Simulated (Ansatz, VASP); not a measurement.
# NiO: VASP beside Ansatz

```xyz
2
Lattice="0.0014 2.0631 2.0993 2.0304 -0.0170 2.1178 2.0514 2.1025 -0.0380" Properties=species:S:1:pos:R:3 pbc="T T T"
Ni    0.0000    0.0000    0.0000
O     2.0416    2.0743    2.0896
```

Change from the starting cell: cell strained at random at fixed volume.

Alike in both runs: task single point; functional PBE; k mesh 11 × 11 × 11; occupations gaussian, width 0.01 eV; no spin polarisation; Hubbard terms Ni d U = 3.0 eV.

|  | VASP | Ansatz |
| --- | --- | --- |
| version | VASP 6.6.1 | Ansatz 0.2.0 |
| potentials or method | VASP PAW PBE potentials, release 64 (Ni, O), cutoff 520 eV | all-electron LAPW, scalar-relativistic |

|  | VASP | Ansatz | Ansatz less VASP |
| --- | --- | --- | --- |
| gap on the k mesh at the Fermi level (eV) | none | none | - |
| pressure (GPa) | -5.6 | -1.1 | +4.43 |
| traceless stress, the component that is largest in VASP (GPa) | 1.28 | 1.16 | -0.122 |

The programs project onto different local orbitals, so the same U acts differently, and such runs can settle in different states. A gap of «none» marks a metal or a gap that the smearing closes. Ansatz ran all-electron here, and VASP with PAW potentials.

Noted on Ansatz's run: U is the effective U less J, on atomic orbitals that reach past the spheres.
